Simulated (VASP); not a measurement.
# YGe (Cmcm) in VASP: notebook

Runs on YGe. Level: LDA. Tasks: single point.

Program: VASP 6.6.1. These are calculated values, not measurements. Logs are shortened: lines on timing, memory, paths and dates and some standing lists are left out, and cuts for length are marked.

## 1. The cell of the first run

Symmetry: Cmcm, No. 63, orthorhombic system. The conventional cell has a = 4.283 Å, b = 10.724 Å, c = 3.955 Å, α = 90.00°, β = 90.00°, γ = 90.00°. Within 4.0 Å of Y (site symmetry m2m) lie 7 Ge at 2.97 to 3.21 Å and 8 Y at 3.57 to 3.95 Å. Within 3.5 Å of Ge (site symmetry m2m) lie 2 Ge at 2.68 Å and 7 Y at 2.97 to 3.21 Å.

## 2. Single point, LDA

The input, INCAR:

```
PREC = Accurate
ENCUT = 520
EDIFF = 1E-6
ISMEAR = 0
SIGMA = 0.25
LREAL = False
LASPH = True
NELM = 60
ALGO = Normal
ISIF = 2
LWAVE = False
LCHARG = False
NBANDS = 33
```

The input, KPOINTS:

```
regular mesh
0
Gamma
  7 7 7
```

The input, POSCAR:

```
YGe
1.0
    5.7739300000      0.0000000000      0.0000000000
   -4.1857294375      3.9771769788      0.0000000000
    0.0000000000      0.0000000000      3.9545990000
Y Ge
2 2
Direct
    0.1386060000      0.8613940000      0.2500000000
    0.8613940000      0.1386060000      0.7500000000
    0.4156180000      0.5843820000      0.2500000000
    0.5843820000      0.4156180000      0.7500000000
```

Potentials or basis: VASP PAW LDA potentials, release 64 (Y_sv, Ge_d).

Run with:

```
cat potpaw_LDA.64/Y_sv/POTCAR potpaw_LDA.64/Ge_d/POTCAR > POTCAR
mpirun -np 1 vasp_std > vasp.out
```

OUTCAR:

```text
PREC = Accurate
   ENCUT = 520
   EDIFF = 1E-6
   ISMEAR = 0
   LREAL = False
   LASPH = True
   NELM = 60
   ISIF = 2

 ion  position               nearest neighbor table
   1  0.139  0.861  0.250-   3 2.97   4 2.97   4 2.97   4 2.97   4 2.97   3 3.21   3 3.21   2 3.57
                             2 3.57   2 3.77   2 3.77   2 3.77   2 3.77
   2  0.861  0.139  0.750-   4 2.97   3 2.97   3 2.97   3 2.97   3 2.97   4 3.21   4 3.21   1 3.57
                             1 3.57   1 3.77   1 3.77   1 3.77   1 3.77
   3  0.416  0.584  0.250-   4 2.68   4 2.68   1 2.97   2 2.97   2 2.97   2 2.97   2 2.97   1 3.21
                             1 3.21
   4  0.584  0.416  0.750-   3 2.68   3 2.68   2 2.97   1 2.97   1 2.97   1 2.97   1 2.97   2 3.21
                             2 3.21

  LATTYP: Found a base centered orthorhombic cell.
 ALAT       =     4.2825597191
 B/A-ratio  =     2.5042032302
 C/A-ratio  =     0.9234194639

  Lattice vectors:

 A1 = (   5.7739300000,   0.0000000000,   0.0000000000)
 A2 = (  -4.1857294375,   3.9771769788,   0.0000000000)
 A3 = (   0.0000000000,   0.0000000000,   3.9545990000)

Analysis of symmetry for initial positions (statically):
=====================================================================
 Subroutine PRICEL returns:
 Original cell was already a primitive cell.

 Routine SETGRP: Setting up the symmetry group for a
 base centered orthorhombic supercell.

 Subroutine GETGRP returns: Found  8 space group operations
 (whereof  4 operations were pure point group operations)
 out of a pool of  8 trial point group operations.

The static configuration has the point symmetry C_2h.
 The point group associated with its full space group is D_2h.

Analysis of symmetry for dynamics (positions and initial velocities):
=====================================================================
 Subroutine PRICEL returns:
 Original cell was already a primitive cell.

 Routine SETGRP: Setting up the symmetry group for a
 base centered orthorhombic supercell.

 Subroutine GETGRP returns: Found  8 space group operations
 (whereof  4 operations were pure point group operations)
 out of a pool of  8 trial point group operations.

The dynamic configuration has the point symmetry C_2h.
 The point group associated with its full space group is D_2h.

 Subroutine INISYM returns: Found  8 space group operations
 (whereof  4 operations are pure point group operations),
[... 99 lines left out ...]
   NELM   =     60;   NELMIN=  2; NELMDL= -5     # of ELM steps
   EDIFF  = 0.1E-05   stopping-criterion for ELM
   LREAL  =      F    real-space projection
   EDIFFG = 0.1E-04   stopping-criterion for IOM
   NSW    =      0    number of steps for IOM
   IBRION =     -1    ionic relax: 0-MD 1-quasi-New 2-CG
   NFREE  =      0    steps in history (QN), initial steepest desc. (CG)
   ISIF   =      2    stress and relaxation
   ISYM   =      2    0-nonsym 1-usesym 2-fastsym
   POTIM  = 0.5000    time-step for ionic-motion
   TEBEG  =    0.0;   TEEND  =   0.0 temperature during run
   PSTRESS=    0.0 pullay stress
   NELECT =      50.0000    total number of electrons
   NUPDOWN=      -1.0000    fix difference up-down
   EMIN   =  10.00;   EMAX   =-10.00  energy-range for DOS
   EFERMI =   0.00;   METHOD = LEGACY
   ISMEAR =     0;   SIGMA  =   0.25  broadening in eV -4-tet -1-fermi 0-gaus
   EFERMI_NEDOS =   21; number of points for ismear=-14 and -15
   IALGO  =     38    algorithm
   IMIX   =      4    mixing-type and parameters
     AMIX     =   0.40;   BMIX     =  1.00
     AMIX_MAG =   1.60;   BMIX_MAG =  1.00
  volume/ion in A,a.u.               =      22.70       153.21
  Fermi-wavevector in a.u.,A,eV,Ry     =   1.341782  2.535600 24.495632  1.800378
  Thomas-Fermi vector in A             =   2.469988
   LORBIT       =      0    0 simple, 1 ext, 2 COOP (PROOUT), +10 PAW based schemes
   GGA     = CA    functional components
   LHFCALC =     F    Hartree Fock is set to
   AEXX    =    0.0000 exact exchange contribution
   IVDW    =     0    specifies the selected vdW correction
   LEPSILON=     F    determine dielectric tensor
   LRPA    =     F    only Hartree local field effects (RPA)
 non-spin polarized calculation
 Gauss-broadening in eV      SIGMA  =   0.25
  energy-cutoff  :      520.00
  volume of cell :       90.81
 maximum number of plane-waves:      2462
 NGX is ok and might be reduce to    48
   NGX = 21   NGY = 21   NGZ = 15

 number of electron      50.0000007 magnetization

 Free energy of the ion-electron system (eV)
  ---------------------------------------------------
  ext. energy  EPLUGINS =         0.00000000
  ---------------------------------------------------
  free energy    TOTEN  =       -28.22109737 eV

  energy without entropy =      -28.14682173  energy(sigma->0) =      -28.18395955

 E-fermi :   4.9358     XC(G=0): -10.8960

 val. band max:        4.9356508212   @ k =  -0.2857   0.1429   0.1429
 cond. band min:       4.9630080821   @ k =   0.0000   0.0000   0.1429
 fundamental gap:      0.0273572609
 Fermi energy:         4.9357553230

 k-point     1 :       0.0000    0.0000    0.0000
  band No.  band energies     occupation
      1     -37.2766      2.00000
      2     -37.2266      2.00000
      3     -19.4630      2.00000
      4     -19.4223      2.00000
      5     -19.3638      2.00000
      6     -19.3503      2.00000
[... 853 lines left out ...]
     32       9.0807      0.00000
     33       9.7656      0.00000

 [... further k-points ...]

------------------------ aborting loop because EDIFF is reached ----------------------------------------

  FORCE on cell =-STRESS in cart. coord.  units (eV):
  Direction    XX          YY          ZZ          XY          YZ          ZX
  --------------------------------------------------------------------------------------
  -------------------------------------------------------------------------------------
  Total       -2.6720578     -2.7524923     -2.4813804     -0.0382135      0.0000000      0.0000000
  in kB      -47.1419506    -48.5610220    -43.7779127     -0.6741834      0.0000000      0.0000000
  external PRESSURE =     -46.4936284 kB  Pullay stress =       0.0000000 kB

 VOLUME and BASIS-vectors are now :
 -----------------------------------------------------------------------------
  energy-cutoff  :      520.00
  volume of cell :       90.81
      direct lattice vectors                 reciprocal lattice vectors
     5.773930000  0.000000000  0.000000000     0.173192262  0.182273999  0.000000000
    -4.185729438  3.977176979  0.000000000     0.000000000  0.251434624  0.000000000
     0.000000000  0.000000000  3.954599000     0.000000000  0.000000000  0.252870139

 POSITION                                       TOTAL-FORCE (eV/Angst)
 -----------------------------------------------------------------------------------
     -2.80526      3.42592      0.98865        -0.074138      0.029606     -0.000000
      4.39346      0.55126      2.96595         0.074138     -0.029606      0.000000
     -0.04632      2.32419      0.98865        -0.014393      0.005748     -0.000000
      1.63452      1.65299      2.96595         0.014393     -0.005748      0.000000
 -----------------------------------------------------------------------------------
    total drift:                               -0.000000     -0.000000     -0.000000

  FREE ENERGIE OF THE ION-ELECTRON SYSTEM (eV)
  ---------------------------------------------------
  free  energy   TOTEN  =       -28.2210973670 eV

  energy  without entropy=      -28.1468217261  energy(sigma->0) =      -28.18395955
```

OSZICAR:

```text
N       E                     dE             d eps       ncg     rms          rms(c)
DAV:   1     0.432606962508E+03    0.43261E+03   -0.24519E+04  5074   0.312E+03
DAV:   2     0.424006754140E+02   -0.39021E+03   -0.37500E+03  4232   0.731E+02
DAV:   3    -0.231007990365E+02   -0.65501E+02   -0.64274E+02  5010   0.180E+02
DAV:   4    -0.294191365312E+02   -0.63183E+01   -0.62747E+01  7238   0.475E+01
DAV:   5    -0.295607339148E+02   -0.14160E+00   -0.14153E+00  5584   0.768E+00    0.389E+01
DAV:   6    -0.283797249878E+02    0.11810E+01   -0.24188E+00  6782   0.694E+00    0.263E+01
DAV:   7    -0.282708590369E+02    0.10887E+00   -0.19500E+00  6750   0.755E+00    0.440E+00
DAV:   8    -0.282219680545E+02    0.48891E-01   -0.41294E-01  5861   0.411E+00    0.104E+00
DAV:   9    -0.282212470496E+02    0.72100E-03   -0.29843E-02  5823   0.147E+00    0.247E-01
DAV:  10    -0.282211131210E+02    0.13393E-03   -0.16557E-03  6277   0.298E-01    0.654E-02
DAV:  11    -0.282210980480E+02    0.15073E-04   -0.12558E-04  6752   0.107E-01    0.144E-02
DAV:  12    -0.282210973670E+02    0.68095E-06   -0.91235E-06  4982   0.196E-02
   1 F= -.28221097E+02 E0= -.28183960E+02  d E =-.742756E-01
```

It took 5.4 min on 1 thread of Intel Xeon 8259CL, shared host; peak memory 0.34 GiB.

What came out:

```yaml
Free_energy: -28.2211 eV
Pressure: -4.6 GPa
Largest_force: 0.080 eV/Å
Band_gap_on_the_k_mesh: zero (bands 25 and 26 overlap by 1.38 eV)
```

Forces in eV/Å, atoms in the order of the input:
```
Y   -0.074  0.030  0.000
Y    0.074 -0.030  0.000
Ge  -0.014  0.006  0.000
Ge   0.014 -0.006  0.000
```

Stress tensor (GPa, compression positive):
```
-4.71 -0.07  0.00
-0.07 -4.86  0.00
 0.00  0.00 -4.38
```

Levels at points of the mesh, in eV from the Fermi level:
```csv
k point,band 21,band 22,band 23,band 24,band 25,band 26,band 27,band 28,band 29,band 30
"(0.00, 0.00, 0.00)",-2.79,-1.90,-1.21,-0.94,0.33,0.58,1.40,2.49,2.75,2.76
```

Caveat: the cell stands under tension.

## 3. Single point, LDA

The input, INCAR:

```
SYSTEM = YGe
PREC = Accurate ; ENCUT = 520
EDIFF = 1E-6 ; ISMEAR = 0
SIGMA = 0.15 ; LREAL = .FALSE.
LASPH = .TRUE. ; NELM = 80
ALGO = Normal ; ISIF = 2
LWAVE = .FALSE. ; LCHARG = .FALSE.
NBANDS = 33
```

The input, KPOINTS:

```
Automatic mesh
0
G
  7 7 7
  0 0 0
```

POSCAR is that of step 2.

Potentials or basis: VASP PAW LDA potentials, release 64 (Y_sv, Ge_d).

Run with:

```
cat potpaw_LDA.64/Y_sv/POTCAR potpaw_LDA.64/Ge_d/POTCAR > POTCAR
mpirun -np 1 vasp_std > vasp.out
```

Wall time 5.3 min (1 thread of Intel Xeon 8259CL, shared host); peak memory 0.34 GiB.

Results (log left out):

```yaml
Free_energy: -28.1967 eV
Pressure: -4.7 GPa
Largest_force: 0.080 eV/Å
Band_gap_on_the_k_mesh: zero (bands 25 and 26 overlap by 1.37 eV)
```

Forces on the atoms (eV/Å):
```
Y   -0.074  0.030  0.000
Y    0.074 -0.030  0.000
Ge  -0.032  0.013  0.000
Ge   0.032 -0.013  0.000
```

Stress tensor (GPa, compression positive):
```
-4.79 -0.03  0.00
-0.03 -4.86  0.00
 0.00  0.00 -4.43
```

Levels at points of the mesh, in eV from the Fermi level:
```csv
k point,band 21,band 22,band 23,band 24,band 25,band 26,band 27,band 28,band 29,band 30
"(0.00, 0.00, 0.00)",-2.79,-1.90,-1.21,-0.95,0.33,0.58,1.40,2.49,2.74,2.76
```

Caveat: the cell stands under tension.

## 4. Single point, LDA

The input, INCAR:

```
SYSTEM = YGe
PREC = Accurate
ENCUT = 520
EDIFF = 1E-7
ISMEAR = 0
SIGMA = 0.1
LREAL = .FALSE.
LASPH = .TRUE.
NELM = 80
ALGO = Normal
ISIF = 2
LWAVE = .FALSE.
LCHARG = .FALSE.
NBANDS = 33
```

The input, KPOINTS:

```
regular mesh
0
G
  7 7 7
  0 0 0
```

POSCAR is that of step 3.

Run with:

```
cat potpaw_LDA.64/Y_sv/POTCAR potpaw_LDA.64/Ge_d/POTCAR > POTCAR
mpirun -np 1 vasp_std > vasp.out
```

It took 6.5 min on 1 thread of Intel Xeon 8259CL, shared host; peak memory 0.34 GiB.

Results (log left out):

| Item | Value |
| --- | --- |
| Free energy | -28.1890 eV |
| Pressure | -4.8 GPa |
| Largest force | 0.077 eV/Å |
| Band gap on the k mesh | zero (bands 25 and 26 overlap by 1.37 eV) |

Forces in eV/Å, atoms in the order of the input:
```
Y   -0.071  0.028  0.000
Y    0.071 -0.028  0.000
Ge  -0.043  0.017  0.000
Ge   0.043 -0.017  0.000
```

Stress tensor (GPa, compression positive):
```
-4.89 -0.01  0.00
-0.01 -4.91  0.00
 0.00  0.00 -4.46
```

Levels at points of the mesh, in eV from the Fermi level:
| k point | band 23 | band 24 | band 25 | band 26 | band 27 | band 28 |
| --- | --- | --- | --- | --- | --- | --- |
| (0.00, 0.00, 0.00) | -1.21 | -0.95 | 0.32 | 0.58 | 1.40 | 2.49 |

Caveat: the cell stands under tension.

## 5. Single point, LDA

The input, INCAR:

```
SYSTEM = YGe
  ALGO = Normal
  EDIFF = 1E-7
  ENCUT = 520
  GGA = CA
  ISIF = 2
  ISMEAR = 0
  LASPH = .TRUE.
  LCHARG = .FALSE.
  LREAL = .FALSE.
  LWAVE = .FALSE.
  NBANDS = 33
  NELM = 80
  PREC = Accurate
  SIGMA = 0.05
```

The input, KPOINTS:

```
k-points
0
G
  7 7 7
  0 0 0
```

POSCAR is that of step 4.

Run with:

```
cat potpaw_LDA.64/Y_sv/POTCAR potpaw_LDA.64/Ge_d/POTCAR > POTCAR
mpirun -np 1 vasp_std > vasp.out
```

It took 6.2 min on 1 thread of Intel Xeon 8259CL, shared host; peak memory 0.34 GiB.

The run converged. Its results:

* Free energy: -28.1843 eV
* Pressure: -4.7 GPa
* Largest force: 0.073 eV/Å
* Band gap on the k mesh: zero (bands 25 and 26 overlap by 1.37 eV)

Forces on the atoms (eV/Å):
```
Y   -0.068  0.027  0.000
Y    0.068 -0.027  0.000
Ge  -0.055  0.022  0.000
Ge   0.055 -0.022  0.000
```

Stress tensor (GPa, compression positive):
```
-4.93  0.01  0.00
 0.01 -4.90  0.00
 0.00  0.00 -4.41
```

Levels at points of the mesh, in eV from the Fermi level:
| k point | band 21 | band 22 | band 23 | band 24 | band 25 | band 26 | band 27 | band 28 | band 29 | band 30 |
| --- | --- | --- | --- | --- | --- | --- | --- | --- | --- | --- |
| (0.00, 0.00, 0.00) | -2.79 | -1.91 | -1.22 | -0.95 | 0.32 | 0.58 | 1.39 | 2.49 | 2.74 | 2.75 |

Caveat: the cell stands under tension.

## 6. Single point, LDA

The input, INCAR:

```
SYSTEM = YGe
PREC = Accurate ; ENCUT = 520
EDIFF = 1E-7 ; ISMEAR = 0
SIGMA = 0.025 ; LREAL = .False.
LASPH = .True. ; NELM = 80
ALGO = Normal ; ISIF = 2
LWAVE = .False. ; LCHARG = .False.
NBANDS = 33
```

The input, KPOINTS:

```
regular mesh
0
Gamma
  7 7 7
  0 0 0
```

POSCAR is that of step 5.

Potentials or basis: VASP PAW LDA potentials, release 64 (Y_sv, Ge_d).

Run with:

```
cat potpaw_LDA.64/Y_sv/POTCAR potpaw_LDA.64/Ge_d/POTCAR > POTCAR
mpirun -np 1 vasp_std > vasp.out
```

OUTCAR:

```text
SYSTEM = YGe
   PREC = Accurate
   ENCUT = 520
   EDIFF = 1E-7
   ISMEAR = 0
   LREAL = .False.
   LASPH = .True.
   NELM = 80
   ISIF = 2

 ion  position               nearest neighbor table
   1  0.139  0.861  0.250-   3 2.97   4 2.97   4 2.97   4 2.97   4 2.97   3 3.21   3 3.21   2 3.57
                             2 3.57   2 3.77   2 3.77   2 3.77   2 3.77
   2  0.861  0.139  0.750-   4 2.97   3 2.97   3 2.97   3 2.97   3 2.97   4 3.21   4 3.21   1 3.57
                             1 3.57   1 3.77   1 3.77   1 3.77   1 3.77
   3  0.416  0.584  0.250-   4 2.68   4 2.68   1 2.97   2 2.97   2 2.97   2 2.97   2 2.97   1 3.21
                             1 3.21
   4  0.584  0.416  0.750-   3 2.68   3 2.68   2 2.97   1 2.97   1 2.97   1 2.97   1 2.97   2 3.21
                             2 3.21

  LATTYP: Found a base centered orthorhombic cell.
 ALAT       =     4.2825597191
 B/A-ratio  =     2.5042032302
 C/A-ratio  =     0.9234194639

  Lattice vectors:

 A1 = (   5.7739300000,   0.0000000000,   0.0000000000)
 A2 = (  -4.1857294375,   3.9771769788,   0.0000000000)
 A3 = (   0.0000000000,   0.0000000000,   3.9545990000)

Analysis of symmetry for initial positions (statically):
[... 183 lines left out ...]
 cond. band min:       4.9621505572   @ k =   0.0000   0.0000   0.1429
 fundamental gap:      0.0259769317
 Fermi energy:         4.9452231209

 k-point     1 :       0.0000    0.0000    0.0000
  band No.  band energies     occupation
      1     -37.2827      2.00000
      2     -37.2327      2.00000
      3     -19.4576      2.00000
      4     -19.4170      2.00000
      5     -19.3571      2.00000
      6     -19.3446      2.00000
[... 853 lines left out ...]
     32       9.0775      0.00000
     33       9.7535      0.00000

 [... further k-points ...]

------------------------ aborting loop because EDIFF is reached ----------------------------------------

  FORCE on cell =-STRESS in cart. coord.  units (eV):
  Direction    XX          YY          ZZ          XY          YZ          ZX
  --------------------------------------------------------------------------------------
  -------------------------------------------------------------------------------------
  Total       -2.7968608     -2.7508183     -2.5098746      0.0218743      0.0000000     -0.0000000
  in kB      -49.3437955    -48.5314867    -44.2806238      0.3859179      0.0000000     -0.0000000
  external PRESSURE =     -47.3853020 kB  Pullay stress =       0.0000000 kB

 VOLUME and BASIS-vectors are now :
 -----------------------------------------------------------------------------
  energy-cutoff  :      520.00
  volume of cell :       90.81
      direct lattice vectors                 reciprocal lattice vectors
     5.773930000  0.000000000  0.000000000     0.173192262  0.182273999  0.000000000
    -4.185729438  3.977176979  0.000000000     0.000000000  0.251434624  0.000000000
     0.000000000  0.000000000  3.954599000     0.000000000  0.000000000  0.252870139

 POSITION                                       TOTAL-FORCE (eV/Angst)
 -----------------------------------------------------------------------------------
     -2.80526      3.42592      0.98865        -0.069276      0.027664      0.000000
      4.39346      0.55126      2.96595         0.069276     -0.027664     -0.000000
     -0.04632      2.32419      0.98865        -0.061852      0.024699     -0.000000
      1.63452      1.65299      2.96595         0.061852     -0.024699      0.000000
 -----------------------------------------------------------------------------------
    total drift:                               -0.000000     -0.000000     -0.000000

  FREE ENERGIE OF THE ION-ELECTRON SYSTEM (eV)
  ---------------------------------------------------
  free  energy   TOTEN  =       -28.1831020694 eV

  energy  without entropy=      -28.1823403672  energy(sigma->0) =      -28.18272122
```

stdout:

```text
POSCAR found type information on POSCAR Y Ge
 POSCAR found :  2 types and       4 ions
 scaLAPACK will be used
 LDA part: xc-table for (Slater(with rela. corr.)+CA(PZ))
 , standard interpolation
 POSCAR, INCAR and KPOINTS ok, starting setup
 FFT: planning ... GRIDC
 FFT: planning ... GRID_SOFT
 FFT: planning ... GRID
 WAVECAR not read
 entering main loop
```

Wall time 5.7 min (1 thread of Intel Xeon 8259CL, shared host); peak memory 0.34 GiB.

What came out:

* Free energy: -28.1831 eV
* Pressure: -4.7 GPa
* Largest force: 0.075 eV/Å
* Band gap on the k mesh: zero (bands 25 and 26 overlap by 1.38 eV)

Forces in eV/Å, atoms in the order of the input:
```
Y   -0.069  0.028  0.000
Y    0.069 -0.028  0.000
Ge  -0.062  0.025  0.000
Ge   0.062 -0.025  0.000
```

Caveat: the cell stands under tension.

## 7. Overview

```csv
smearing,gap on the mesh (eV),pressure (GPa),largest force (eV/Å)
gaussian 0.25 eV,none,-4.6,0.08
gaussian 0.15 eV,none,-4.7,0.08
gaussian 0.1 eV,none,-4.8,0.08
gaussian 0.05 eV,none,-4.7,0.07
gaussian 0.025 eV,none,-4.7,0.07
```

Alike in all rows: task single point; level LDA; potentials or basis VASP PAW LDA potentials, release 64 (Y_sv, Ge_d); no spin polarisation; cell as given; k mesh 7 × 7 × 7; cutoff (eV) 520.

Caveats: the cell stands under tension.

Total energies depend on the potentials used, so only differences within one code and one set of settings carry meaning.
